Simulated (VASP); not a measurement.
Wanted: the native input for a VASP 6.6.1 run.

```
Task                   : single point
Functional             : LDA
Potentials or basis    : VASP PAW LDA potentials, release 64 (Zn, S)
Cutoff                 : 520 eV
k mesh                 : 8 × 8 × 3
Occupations            : fermi-dirac, width 0.05 eV
Spin                   : no spin polarisation
Dipole correction      : no
Further INCAR settings : ALGO = Normal; EDIFF = 1e-07; NBANDS = 46
```

The structure of ZnS (Wurtzite-4H) lies in POSCAR:

```
ZnS
1.0
    3.8227000000      0.0000000000      0.0000000000
   -1.9113500000      3.3105553110      0.0000000000
    0.0000000000      0.0000000000     12.5200000000
Zn S
4 4
Direct
    0.6666666667      0.3333333333      0.7500000000
    0.3333333333      0.6666666667      0.2500000000
    0.0000000000      0.0000000000      0.5000000000
    0.0000000000      0.0000000000      0.0000000000
    0.6666666667      0.3333333333      0.9375000000
    0.3333333333      0.6666666667      0.4375000000
    0.0000000000      0.0000000000      0.6875000000
    0.0000000000      0.0000000000      0.1875000000
```

One way to write it, as run:

INCAR

```
PREC = Accurate
ENCUT = 520
EDIFF = 1E-7
ISMEAR = -1
SIGMA = 0.05
LREAL = F
LASPH = T
NELM = 80
ALGO = Normal
ISIF = 2
LWAVE = F
LCHARG = F
NBANDS = 46
```

KPOINTS

```
regular mesh
0
Gamma
  8 8 3
```

Potentials or basis: VASP PAW LDA potentials, release 64 (Zn, S).

The run is started by

```sh
$ cat potpaw_LDA.64/Zn/POTCAR potpaw_LDA.64/S/POTCAR > POTCAR
$ mpirun -np 1 vasp_std > vasp.out
```

It gave:

```json
{
 "Pressure": "-4.6 GPa",
 "Largest force": "0.039 eV/Å",
 "Band gap on the k mesh": "1.90 eV, direct"
}
```

Wall time 2 min on 1 thread of Intel(R) Xeon(R) Platinum 8488C (Sapphire Rapids) (shared host), peak memory 0.27 GiB.
